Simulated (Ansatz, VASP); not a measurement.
## One calculation of NaCl, two programs

The input POSCAR:

```
NaCl
1.0
    3.5021900000      0.0000000000      0.0000000000
    0.0000000000      3.5021900000      0.0000000000
    0.0000000000      0.0000000000      3.5021900000
Cl Na
1 1
Direct
    0.5000000000      0.5000000000      0.5000000000
    0.0000000000      0.0000000000      0.0000000000
```

The input INCAR.step1:

```
  PREC = Accurate
  ENCUT = 520
  EDIFF = 1E-5
  ISMEAR = -1
  SIGMA = 0.05
  LREAL = F
  LASPH = T
  NELM = 60
  ALGO = Normal
  ISIF = 2
  LWAVE = T
  LCHARG = F
  NBANDS = 14
  GGA = PE
```

The input INCAR.step2:

```
  PREC = Accurate
  ENCUT = 520
  EDIFF = 1E-7
  ISMEAR = -1
  SIGMA = 0.05
  LREAL = F
  LASPH = T
  NELM = 60
  ALGO = Normal
  ISIF = 2
  LWAVE = F
  LCHARG = F
  GGA = PE
  LHFCALC = T
  AEXX = 0.25
  HFSCREEN = 0.3
  PRECFOCK = Normal
  NBANDS = 14
  ISTART = 1
```

Contents of KPOINTS:

```
Automatic mesh
0
Gamma
  4 4 4
```

Contents of input.yaml:

```yaml
crystal:
  lattice:
    - [3.50219, 0.0, 0.0]
    - [0.0, 3.50219, 0.0]
    - [0.0, 0.0, 3.50219]
  atoms:
    - { symbol: Cl, position: [0.5, 0.5, 0.5] }
    - { symbol: Na, position: [0.0, 0.0, 0.0] }
hamiltonian:
  xc: { exchange: pbe, correlation: pbe, exx: { coeff: 0.25, omega: 0.3 } }
  pseudopotentials: { kind: paw }
kpoints:
  mp_grid: { grid: [4, 4, 4] }
  band_path:
    path:
      - [[0.0, 0.0, 0.0], [0.0, 0.5, 0.0], [0.5, 0.5, 0.0], [0.0, 0.0, 0.0], [0.5, 0.5, 0.5], [0.0, 0.5, 0.0]]
      - [[0.5, 0.5, 0.0], [0.5, 0.5, 0.5]]
    npoints: 4
scf:
  occupations: { method: fermi_dirac, width: 0.05 }
  n_extra_bands: 6
output:
  forces: true
  stress: true
  eigenvalues: true
  fatbands: false
  write_density: true
  write_potential: true
  elf: true
  volumetric_format: npy
```

Alike in both runs: functional PBE-based screened hybrid; k mesh 4 × 4 × 4; occupations fermi-dirac, width 0.05 eV; no spin polarisation.

|  | VASP | Ansatz |
| --- | --- | --- |
| version | VASP 6.6.1 | Ansatz 0.2.0 |
| potentials or method | VASP PAW PBE potentials, release 64 (Cl, Na_pv) | Ansatz PAW |
| plane-wave cutoff (eV) | 520 | 420 |
| valence electrons in the cell | 14 | 16 |
| task | single point | band structure |

|  | VASP | Ansatz | Ansatz less VASP |
| --- | --- | --- | --- |
| gap on the k mesh at the Fermi level (eV) | 5.05 | 5.06 | +0.009 |
| least direct gap on the mesh (eV) | 5.58 | 5.59 | +0.009 |
| pressure (GPa) | -0.3 | -0.3 | +0.02 |

VASP's potentials were made for PBE, not for PBE-based screened hybrid. VASP's potentials hold 14 valence electrons a cell and Ansatz's 16, so a difference there can come from the potentials and not from the codes.

The k mesh is coarse, so the values compare programs but aren't converged.
